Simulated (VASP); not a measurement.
The system is MoH5.

```
H Mo
1.0
     4.42830    0.00000    0.00000
    -2.21415    3.83502    0.00000
     0.00000    0.00000    3.61636
H Mo
5 1
Direct
  0.33333 0.66667 0.00000
  0.66667 0.33333 0.00000
  0.50000 0.00000 0.50000
  0.50000 0.50000 0.50000
  0.00000 0.50000 0.50000
  0.00000 0.00000 0.00000
```

* Program: VASP 6.6.1
* Task: relaxation of cell and atoms
* Functional: PBE
* Potentials or basis: VASP PAW PBE potentials, release 64 (H, Mo_sv)
* Cutoff: 600 eV
* k mesh: 6 × 6 × 6
* Occupations: gaussian, width 0.1 eV
* Spin: no spin polarisation

At the start: pressure -31.5 GPa; volume 10.24 Å³/atom.

Q: Where does the relaxation end?

A: Over 10 steps the energy falls by 1048.7 meV/atom and the volume is 4.78 Å³/atom (-53.3 %); space group P6/mmm (No. 191, to 0.05 Å).

Step by step:
```csv
step,energy change (eV),largest force (eV/Å),pressure (GPa),volume (Å³)
1,0.0000,0.0000,-31.47,61.42
2,-3.4886,0.0000,-35.55,45.21
3,7.8649,0.0000,553.48,14.01
4,-5.0304,0.0000,-31.54,38.10
5,-5.3829,0.0000,62.75,23.10
6,-6.1756,0.0000,-11.78,30.62
7,-6.2640,0.0000,2.41,28.21
8,-6.2639,0.0000,-1.07,28.72
9,-6.2863,0.0000,-0.83,28.72
10,-6.2921,0.0000,-0.26,28.70
```

Final structure:
```
H Mo
1.0
     3.32400    0.00000    0.00000
    -1.66200    2.87867    0.00000
     0.00000    0.00000    2.99946
H Mo
5 1
Direct
  0.33333 0.66667 0.00000
  0.66667 0.33333 0.00000
  0.50000 0.00000 0.50000
  0.50000 0.50000 0.50000
  0.00000 0.50000 0.50000
  0.00000 0.00000 0.00000
```

Caveat: the volume moved by over 15 % at a fixed basis, so the end points are rough.
